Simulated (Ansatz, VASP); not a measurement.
**Two plane-wave programs on TaRu4**

The input INCAR:

```
SYSTEM = TaRu4
ALGO = Normal
EDIFF = 1E-7
ENCUT = 520
GGA = PE
ISIF = 2
ISMEAR = 0
ISPIN = 2
LASPH = .TRUE.
LCHARG = .FALSE.
LMAXMIX = 4
LORBIT = 11
LREAL = .FALSE.
LWAVE = .FALSE.
MAGMOM = 0 0 1 1 1 1 1 1 1 1
NBANDS = 82
NELM = 150
PREC = Accurate
SIGMA = 0.1
```

Contents of KPOINTS:

```
k-points
0
G
  6 6 1
  0 0 0
```

POSCAR

```
TaRu4
1.0
    2.7651084814      0.0000000000      0.0000000000
   -1.3825542407      2.3946541891      0.0000000000
    0.0000000000      0.0000000000     22.1965381402
Ta Ru
2 8
Direct
    0.3333333333      0.6666666667      0.7500000000
    0.6666666667      0.3333333333      0.2500000000
    0.3333333333      0.6666666667      0.9525637154
    0.3333333333      0.6666666667      0.1431765828
    0.3333333333      0.6666666667      0.3568234172
    0.3333333333      0.6666666667      0.5474362846
    0.6666666667      0.3333333333      0.8568234172
    0.6666666667      0.3333333333      0.0474362846
    0.6666666667      0.3333333333      0.4525637154
    0.6666666667      0.3333333333      0.6431765828
```

Input for Ansatz:

```yaml
crystal:
  lattice:
    - [2.7651084814, 0.0, 0.0]
    - [-1.3825542407, 2.3946541891, 0.0]
    - [0.0, 0.0, 22.1965381402]
  atoms:
    - { symbol: Ta, position: [0.3333333333, 0.6666666667, 0.75] }
    - { symbol: Ta, position: [0.6666666667, 0.3333333333, 0.25] }
    - { symbol: Ru, position: [0.3333333333, 0.6666666667, 0.9525637154], spin: 1.0 }
    - { symbol: Ru, position: [0.3333333333, 0.6666666667, 0.1431765828], spin: 1.0 }
    - { symbol: Ru, position: [0.3333333333, 0.6666666667, 0.3568234172], spin: 1.0 }
    - { symbol: Ru, position: [0.3333333333, 0.6666666667, 0.5474362846], spin: 1.0 }
    - { symbol: Ru, position: [0.6666666667, 0.3333333333, 0.8568234172], spin: 1.0 }
    - { symbol: Ru, position: [0.6666666667, 0.3333333333, 0.0474362846], spin: 1.0 }
    - { symbol: Ru, position: [0.6666666667, 0.3333333333, 0.4525637154], spin: 1.0 }
    - { symbol: Ru, position: [0.6666666667, 0.3333333333, 0.6431765828], spin: 1.0 }
basis:
  ecutwfc: 420
kpoints:
  mp_grid: { grid: [6, 6, 1] }
hamiltonian:
  xc: pbe
scf:
  occupations: { method: gaussian, width: 0.1 }
  lower_state_search: "off"
output:
  forces: true
  stress: true
  eigenvalues: true
  populations: true
magnetization:
  spin_polarized: true
```

Alike in both runs: task single point; functional PBE; k mesh 6 × 6 × 1; occupations gaussian, width 0.1 eV; collinear spin.

```csv
,VASP,Ansatz
version,VASP 6.6.1,Ansatz 0.2.0
potentials or method,"VASP PAW PBE potentials, release 64 (Ta_pv, Ru_pv), cutoff 520 eV","scalar-relativistic, plane waves, PAW"
valence electrons in the cell,134,154
```

VASP gave:

* gap on the k mesh at the Fermi level (eV): none
* pressure (GPa): 0.0
* rms of the force components (eV/Å): 0.004
* net moment per atom (μB): 0.00

Which values does Ansatz return?

gap on the k mesh at the Fermi level (eV): none; pressure (GPa): 0.0; rms of the force components (eV/Å): 0.000; net moment per atom (μB): 0.00.

Atom by atom the forces differ by 0.004 eV/Å (rms over components). A gap of «none» marks a metal or a gap that the smearing closes. VASP's potentials hold 134 valence electrons a cell and Ansatz's 154, so a difference there can come from the potentials and not from the codes. Ansatz's warnings: seeded moment not kept.

The k mesh is coarse, so the values compare programs but aren't converged. Spin-orbit coupling is off throughout.
